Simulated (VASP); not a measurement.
# Li in VASP: further runs

The runs below take Li through single point, with LDA.

All numbers are computed with VASP 6.6.1; they aren't measurements. Logs are shortened: lines on timing, memory, paths and dates and some standing lists are left out, and cuts for length are marked.

**1. The cell of the first run**

The structure is tetragonal, space group I4/mmm (No. 139). The conventional cell has a = 3.052 Å, b = 3.052 Å, c = 4.404 Å, α = 90.00°, β = 90.00°, γ = 90.00°. Within 4.0 Å of Li (site symmetry 4/mmm) lie 12 Li at 3.05 to 3.08 Å.

**2. Single point, LDA (equal xx and yy strain of -2 %)**

File INCAR:

```
SYSTEM = Li
  PREC = Accurate
  ENCUT = 520
  EDIFF = 1E-7
  ISMEAR = -1
  SIGMA = 0.05
  LREAL = .False.
  LASPH = .True.
  NELM = 100
  ALGO = Normal
  ISIF = 2
  LWAVE = .False.
  LCHARG = .False.
  NBANDS = 8
```

File KPOINTS:

```
Automatic mesh
0
Gamma
  16 16 16
  0 0 0
```

File POSCAR:

```
Li
1.0
    0.0000000000      2.1579600000      2.2020000000
    2.1579600000      0.0000000000      2.2020000000
    2.1579600000      2.1579600000      0.0000000000
Li
1
Direct
    0.0000000000      0.0000000000      0.0000000000
```

Potentials or basis: VASP PAW LDA potentials, release 64 (Li_sv).

Run with:

```sh
$ cat potpaw_LDA.64/Li_sv/POTCAR > POTCAR
$ mpirun -np 1 vasp_std > vasp.out
```

OUTCAR:

```text
SYSTEM = Li
   PREC = Accurate
   ENCUT = 520
   EDIFF = 1E-7
   ISMEAR = -1
   LREAL = .False.
   LASPH = .True.
   NELM = 100
   ISIF = 2

 ion  position               nearest neighbor table
   1  0.000  0.000  0.000-

  LATTYP: Found a body centered tetragonal cell.
 ALAT       =     3.0518162991
 C/A-ratio  =     1.4430750636

  Lattice vectors:

 A1 = (  -2.1579600000,   0.0000000000,   2.2020000000)
 A2 = (   2.1579600000,   0.0000000000,   2.2020000000)
 A3 = (   0.0000000000,   2.1579600000,  -2.2020000000)

Analysis of symmetry for initial positions (statically):
=====================================================================
 Subroutine PRICEL returns:
 Original cell was already a primitive cell.

 Routine SETGRP: Setting up the symmetry group for a
 body centered tetragonal supercell.

 Subroutine GETGRP returns: Found 16 space group operations
 (whereof 16 operations were pure point group operations)
 out of a pool of 16 trial point group operations.

The static configuration has the point symmetry D_4h.

Analysis of symmetry for dynamics (positions and initial velocities):
=====================================================================
 Subroutine PRICEL returns:
 Original cell was already a primitive cell.

 Routine SETGRP: Setting up the symmetry group for a
 body centered tetragonal supercell.

 Subroutine GETGRP returns: Found 16 space group operations
 (whereof 16 operations were pure point group operations)
 out of a pool of 16 trial point group operations.

The dynamic configuration has the point symmetry D_4h.

 Subroutine INISYM returns: Found 16 space group operations
 (whereof 16 operations are pure point group operations),
 and found     1 'primitive' translations

----------------------------------------------------------------------------------------

                                     Primitive cell

  volume of cell :      20.5085

  direct lattice vectors                    reciprocal lattice vectors
     0.000000000  2.157960000  2.202000000    -0.231700310  0.231700310  0.227066303
     2.157960000  0.000000000  2.202000000     0.231700310 -0.231700310  0.227066303
     2.157960000  2.157960000  0.000000000     0.231700310  0.231700310 -0.227066303

  length of vectors
     3.083114555  3.083114555  3.051816299     0.398659219  0.398659219  0.398659219

  position of ions in fractional coordinates (direct lattice)
     0.000000000  0.000000000  0.000000000

[... 75 lines left out ...]
   EDIFF  = 0.1E-06   stopping-criterion for ELM
   LREAL  =      F    real-space projection
   EDIFFG = 0.1E-05   stopping-criterion for IOM
   NSW    =      0    number of steps for IOM
   IBRION =     -1    ionic relax: 0-MD 1-quasi-New 2-CG
   NFREE  =      0    steps in history (QN), initial steepest desc. (CG)
   ISIF   =      2    stress and relaxation
   ISYM   =      2    0-nonsym 1-usesym 2-fastsym
   POTIM  = 0.5000    time-step for ionic-motion
   TEBEG  =    0.0;   TEEND  =   0.0 temperature during run
   PSTRESS=    0.0 pullay stress
   NELECT =       3.0000    total number of electrons
   NUPDOWN=      -1.0000    fix difference up-down
   EMIN   =  10.00;   EMAX   =-10.00  energy-range for DOS
   EFERMI =   0.00;   METHOD = LEGACY
   ISMEAR =    -1;   SIGMA  =   0.05  broadening in eV -4-tet -1-fermi 0-gaus
   EFERMI_NEDOS =   21; number of points for ismear=-14 and -15
   IALGO  =     38    algorithm
   IMIX   =      4    mixing-type and parameters
     AMIX     =   0.40;   BMIX     =  1.00
     AMIX_MAG =   1.60;   BMIX_MAG =  1.00
  volume/ion in A,a.u.               =      20.51       138.40
  Fermi-wavevector in a.u.,A,eV,Ry     =   0.862589  1.630057 10.123547  0.744060
  Thomas-Fermi vector in A             =   1.980413
   LORBIT       =      0    0 simple, 1 ext, 2 COOP (PROOUT), +10 PAW based schemes
   GGA     = CA    functional components
   LHFCALC =     F    Hartree Fock is set to
   AEXX    =    0.0000 exact exchange contribution
   IVDW    =     0    specifies the selected vdW correction
   LEPSILON=     F    determine dielectric tensor
   LRPA    =     F    only Hartree local field effects (RPA)
 non-spin polarized calculation
  energy-cutoff  :      520.00
  volume of cell :       20.51
 maximum number of plane-waves:       568
   NGX = 11   NGY = 11   NGZ = 11

 number of electron       2.9999998 magnetization

 Free energy of the ion-electron system (eV)
  ---------------------------------------------------
  ext. energy  EPLUGINS =         0.00000000
  ---------------------------------------------------
  free energy    TOTEN  =        -2.04508232 eV

  energy without entropy =       -2.04150050  energy(sigma->0) =       -2.04329141

 E-fermi :   0.5582     XC(G=0):  -7.1145

 val. band max:        0.5483804248   @ k =   0.5000   0.0000   0.0000
 cond. band min:       0.5753668002   @ k =   0.5000   0.0625   0.0000
 fundamental gap:      0.0269863754
 Fermi energy:         0.5582479474

 k-point     1 :       0.0000    0.0000    0.0000
  band No.  band energies     occupation
      1     -45.0845      2.00000
      2      -2.9127      2.00000
      3      14.5568      0.00000
      4      14.5568      0.00000
      5      14.5741      0.00000
      6      18.6296      0.00000
      7      18.7034      0.00000
      8      18.7034      0.00000
[... 243 lines left out ...]
 k-point    24 :      -0.0625    0.0625    0.0000
  band No.  band energies     occupation
      1     -45.0826      2.00000
      2      -2.7277      2.00000
      3      13.2270      0.00000
      4      13.3873      0.00000
      5      14.6344      0.00000
      6      17.6410      0.00000
      7      18.9548      0.00000
      8      20.0207      0.00000

 [... further k-points ...]

------------------------ aborting loop because EDIFF is reached ----------------------------------------

  FORCE on cell =-STRESS in cart. coord.  units (eV):
  Direction    XX          YY          ZZ          XY          YZ          ZX
  --------------------------------------------------------------------------------------
  -------------------------------------------------------------------------------------
  Total       -0.1431998     -0.1431998     -0.1526389      0.0000000      0.0000000      0.0000000
  in kB      -11.1871372    -11.1871372    -11.9245394      0.0000000      0.0000000      0.0000000
  external PRESSURE =     -11.4329380 kB  Pullay stress =       0.0000000 kB

 VOLUME and BASIS-vectors are now :
 -----------------------------------------------------------------------------
  energy-cutoff  :      520.00
  volume of cell :       20.51
      direct lattice vectors                 reciprocal lattice vectors
     0.000000000  2.157960000  2.202000000    -0.231700310  0.231700310  0.227066303
     2.157960000  0.000000000  2.202000000     0.231700310 -0.231700310  0.227066303
     2.157960000  2.157960000  0.000000000     0.231700310  0.231700310 -0.227066303

 POSITION                                       TOTAL-FORCE (eV/Angst)
 -----------------------------------------------------------------------------------
      0.00000      0.00000      0.00000         0.000000     -0.000000      0.000000
 -----------------------------------------------------------------------------------
    total drift:                                0.000000      0.000000     -0.000000

  FREE ENERGIE OF THE ION-ELECTRON SYSTEM (eV)
  ---------------------------------------------------
  free  energy   TOTEN  =        -2.0450823189 eV

  energy  without entropy=       -2.0415005029  energy(sigma->0) =       -2.04329141
```

stdout:

```text
POSCAR found type information on POSCAR Li
 POSCAR found :  1 types and       1 ions
 scaLAPACK will be used
 LDA part: xc-table for (Slater(with rela. corr.)+CA(PZ))
 , standard interpolation
 POSCAR, INCAR and KPOINTS ok, starting setup
 FFT: planning ... GRIDC
 FFT: planning ... GRID_SOFT
 FFT: planning ... GRID
 WAVECAR not read
 entering main loop
```

It took 38 s on 1 thread of Intel Xeon Platinum 8175M at 2.50GHz (Skylake/Cascade Lake), shared host; peak memory 0.15 GiB.

What came out:

| Item | Value |
| --- | --- |
| Free energy | -2.0451 eV |
| Band gap on the k mesh | zero (an odd number of electrons rules out a gap without spin polarisation) |

Caveat: the cell differs from its parent crystal (equal xx and yy strain of -2 %); the cutoff is under 1.25 times the usual one of these potentials, so pressure, stress and relaxed cells hold a basis-set (Pulay) error.

**3. Single point, LDA (zz strain of -2 %)**

File INCAR:

```
  ALGO = Normal
  EDIFF = 1E-6
  ENCUT = 520
  ISIF = 2
  ISMEAR = -1
  LASPH = True
  LCHARG = True
  LELF = True
  LREAL = False
  LVHAR = True
  LWAVE = False
  NBANDS = 8
  NELM = 80
  PREC = Accurate
  SIGMA = 0.05
```

File KPOINTS:

```
k-points
0
Gamma
  16 16 16
```

File POSCAR:

```
Li
1.0
    0.0000000000      2.2020000000      2.1579600000
    2.2020000000      0.0000000000      2.1579600000
    2.2020000000      2.2020000000      0.0000000000
Li
1
Direct
    0.0000000000      0.0000000000      0.0000000000
```

Potentials or basis: VASP PAW LDA potentials, release 64 (Li_sv).

Run with:

```sh
$ cat potpaw_LDA.64/Li_sv/POTCAR > POTCAR
$ mpirun -np 1 vasp_std > vasp.out
```

It took 31 s on 1 thread of Intel Xeon Platinum 8175M at 2.50GHz (Skylake/Cascade Lake), shared host; peak memory 0.15 GiB.

Results (log left out):

| Quantity | Value |
| --- | --- |
| Free energy | -2.0421 eV |
| Band gap on the k mesh | zero (an odd number of electrons rules out a gap without spin polarisation) |

Levels at points of the mesh, in eV from the Fermi level:
```
           k point  band 1  band 2  band 3  band 4  band 5  band 6
(0.00, 0.00, 0.00)  -45.68   -3.45   13.79   13.81   13.81   17.87
(0.50, 0.00, 0.00)  -45.66    0.00    2.87   11.99   12.30   16.08
(0.50, 0.50, 0.00)  -45.65    1.65    4.84    7.97    7.97   10.30
(0.50, 0.00, 0.50)  -45.65    1.40    4.57    8.20    8.30   10.58
```

Caveat: the cell differs from its parent crystal (zz strain of -2 %); the cutoff is under 1.25 times the usual one of these potentials, so pressure, stress and relaxed cells hold a basis-set (Pulay) error.

**4. Single point, LDA (20.07 Å³/atom)**

This run uses another cell than the first one, of 20.07 Å³/atom.

File INCAR:

```
PREC     = Accurate       # precision mode
ENCUT    = 520            # plane-wave cutoff, eV
EDIFF    = 1E-6           # SCF threshold, eV
ISMEAR   = -1             # smearing method
SIGMA    = 0.05           # smearing width, eV
LREAL    = F              # projectors in reciprocal space
LASPH    = T              # aspherical terms in the spheres
NELM     = 80             # most SCF steps
ALGO     = Normal         # electronic algorithm
ISIF     = 2              # what is computed and relaxed
LWAVE    = F              # write WAVECAR
LCHARG   = F              # write CHGCAR
NBANDS   = 8              # bands
```

File KPOINTS:

```
regular mesh
0
Gamma
  16 16 16
```

File POSCAR:

```
Li
1.0
    0.0000000000      2.1570486114      2.1570486114
    2.1570486114      0.0000000000      2.1570486114
    2.1570486114      2.1570486114      0.0000000000
Li
1
Direct
    0.0000000000      0.0000000000      0.0000000000
```

Run with:

```sh
$ cat potpaw_LDA.64/Li_sv/POTCAR > POTCAR
$ mpirun -np 1 vasp_std > vasp.out
```

Run time: 16 s. Hardware: 1 thread of Intel Xeon Platinum 8259CL at 2.50GHz (Skylake/Cascade Lake), shared host; peak memory 0.13 GiB.

It converged, with:

```
Free energy            : -2.0476 eV
Band gap on the k mesh : zero (an odd number of electrons rules out a gap without spin polarisation)
```

Levels at points of the mesh, in eV from the Fermi level:
| k point | band 1 | band 2 | band 3 | band 4 | band 5 | band 6 | band 7 |
| --- | --- | --- | --- | --- | --- | --- | --- |
| (0.00, 0.00, 0.00) | -45.60 | -3.49 | 14.22 | 14.22 | 14.22 | 18.37 | 18.37 |
| (0.50, 0.00, 0.00) | -45.58 | -0.02 | 3.01 | 12.52 | 12.52 | 16.72 | 16.72 |
| (0.50, 0.50, 0.00) | -45.57 | 1.52 | 4.81 | 8.38 | 8.38 | 10.76 | 15.47 |

Caveat: the cutoff is under 1.25 times the usual one of these potentials, so pressure, stress and relaxed cells hold a basis-set (Pulay) error.

**5. Single point, LDA (20.50 Å³/atom)**

File INCAR:

```
SYSTEM = Li
PREC = Accurate
ENCUT = 520
EDIFF = 1E-7
ISMEAR = -1
SIGMA = 0.05
LREAL = .False.
LASPH = .True.
NELM = 60
ALGO = Normal
ISIF = 2
LWAVE = .False.
LCHARG = .True.
GGA = CA
LELF = .True.
LVHAR = .True.
NBANDS = 8
```

File KPOINTS:

```
Automatic mesh
0
Gamma
  16 16 16
  0 0 0
```

File POSCAR:

```
Li
1.0
    0.0000000000      2.1722395951      2.1722395951
    2.1722395951      0.0000000000      2.1722395951
    2.1722395951      2.1722395951      0.0000000000
Li
1
Direct
    0.0000000000      0.0000000000      0.0000000000
```

Run with:

```sh
$ cat potpaw_LDA.64/Li_sv/POTCAR > POTCAR
$ mpirun -np 1 vasp_std > vasp.out
```

Wall time 17 s (1 thread of Intel Xeon Platinum 8259CL at 2.50GHz (Skylake/Cascade Lake), shared host); peak memory 0.13 GiB.

Results (log left out):

- Free energy: -2.0452 eV
- Band gap on the k mesh: zero (an odd number of electrons rules out a gap without spin polarisation)

Levels at points of the mesh, in eV from the Fermi level:
| k point | band 1 | band 2 | band 3 | band 4 | band 5 |
| --- | --- | --- | --- | --- | --- |
| (0.00, 0.00, 0.00) | -45.64 | -3.47 | 14.01 | 14.01 | 14.01 |
| (0.50, 0.00, 0.00) | -45.62 | -0.01 | 2.94 | 12.33 | 12.33 |
| (0.50, 0.50, 0.00) | -45.61 | 1.50 | 4.73 | 8.27 | 8.27 |

Caveat: the cutoff is under 1.25 times the usual one of these potentials, so pressure, stress and relaxed cells hold a basis-set (Pulay) error.

**6. Single point, LDA (20.93 Å³/atom)**

This run uses another cell than the first one, of 20.93 Å³/atom.

File INCAR:

```
PREC     = Accurate       # precision mode
ENCUT    = 520            # plane-wave cutoff, eV
EDIFF    = 1E-7           # SCF threshold, eV
ISMEAR   = -1             # smearing method
SIGMA    = 0.05           # smearing width, eV
LREAL    = F              # projectors in reciprocal space
LASPH    = T              # aspherical terms in the spheres
NELM     = 60             # most SCF steps
ALGO     = Normal         # electronic algorithm
ISIF     = 2              # what is computed and relaxed
LWAVE    = F              # write WAVECAR
LCHARG   = F              # write CHGCAR
NBANDS   = 8              # bands
```

File KPOINTS:

```
regular mesh
0
Gamma
  16 16 16
```

File POSCAR:

```
Li
1.0
    0.0000000000      2.1872210312      2.1872210312
    2.1872210312      0.0000000000      2.1872210312
    2.1872210312      2.1872210312      0.0000000000
Li
1
Direct
    0.0000000000      0.0000000000      0.0000000000
```

Potentials or basis: VASP PAW LDA potentials, release 64 (Li_sv).

Run with:

```sh
$ cat potpaw_LDA.64/Li_sv/POTCAR > POTCAR
$ mpirun -np 1 vasp_std > vasp.out
```

Wall time 16 s (1 thread of Intel Xeon Platinum 8259CL at 2.50GHz (Skylake/Cascade Lake), shared host); peak memory 0.13 GiB.

Results (log left out):

- Free energy: -2.0422 eV
- Band gap on the k mesh: zero (an odd number of electrons rules out a gap without spin polarisation)

Levels at points of the mesh, in eV from the Fermi level:
```tsv
k point	band 1	band 2	band 3	band 4	band 5	band 6
(0.00, 0.00, 0.00)	-45.67	-3.44	13.81	13.81	13.81	17.89
(0.50, 0.00, 0.00)	-45.66	0.00	2.87	12.15	12.15	16.29
(0.50, 0.50, 0.00)	-45.65	1.49	4.66	8.15	8.15	10.49
```

Caveat: the cutoff is under 1.25 times the usual one of these potentials, so pressure, stress and relaxed cells hold a basis-set (Pulay) error.

**7. Overview**

```csv
cell,gap on the mesh (eV)
"a = 3.083, b = 3.083, c = 3.052 Å, angles 60.3, 60.3, 59.3°, 1 atom",none
"a = 3.083, b = 3.083, c = 3.114 Å, angles 59.7, 59.7, 60.7°, 1 atom",none
"a = 3.051 Å, angles 60.0°, 1 atom",none
"a = 3.072 Å, angles 60.0°, 1 atom",none
"a = 3.093 Å, angles 60.0°, 1 atom",none
```

Alike in all rows: task single point; level LDA; potentials or basis VASP PAW LDA potentials, release 64 (Li_sv); no spin polarisation; k mesh 16 × 16 × 16; cutoff (eV) 520; smearing fermi-dirac 0.05 eV.

Caveats: the cutoff is under 1.25 times the usual one of these potentials, so pressure, stress and relaxed cells hold a basis-set (Pulay) error.

Total energies depend on the potentials used, so only differences within one code and one set of settings carry meaning.
